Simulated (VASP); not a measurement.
**K: single point with r2SCAN**

Crystal: K.

```xyz
4
Lattice="4.8889 0.0000 0.0000 -2.4444 4.2339 0.0000 0.0000 0.0000 15.9670" Properties=species:S:1:pos:R:3 pbc="T T T"
K     0.0000    0.0000    0.0000
K     0.0000    0.0000    7.9835
K     0.0000    2.8226    3.9917
K     2.4444    1.4113   11.9752
```

This isn't the form of K at room conditions, which is bcc.

- Program: VASP 6.6.1
- Task: single point
- Functional: r2SCAN
- Potentials or basis: VASP PAW PBE potentials, release 64 (K_sv)
- Cutoff: 520 eV
- k mesh: 9 × 9 × 3
- Occupations: fermi-dirac, width 0.1 eV
- Spin: no spin polarisation

| Property | Result |
| --- | --- |
| Pressure | -0.2 GPa |
| Band gap on the k mesh | zero (bands 18 and 19 overlap by 2.28 eV) |

Levels at points of the mesh, in eV from the Fermi level:
| k point | band 16 | band 17 | band 18 | band 19 | band 20 | band 21 |
| --- | --- | --- | --- | --- | --- | --- |
| (0.00, 0.00, 0.00) | -16.42 | -2.15 | -1.45 | -1.45 | 0.44 | 0.44 |

It took 6.9 min on 1 thread of Intel(R) Xeon(R) 6975P-C (Granite Rapids), with other jobs on the host, peak memory 0.46 GiB.

Caveat: the PAW data sets were made with another functional, which shifts forces and pressure a little.
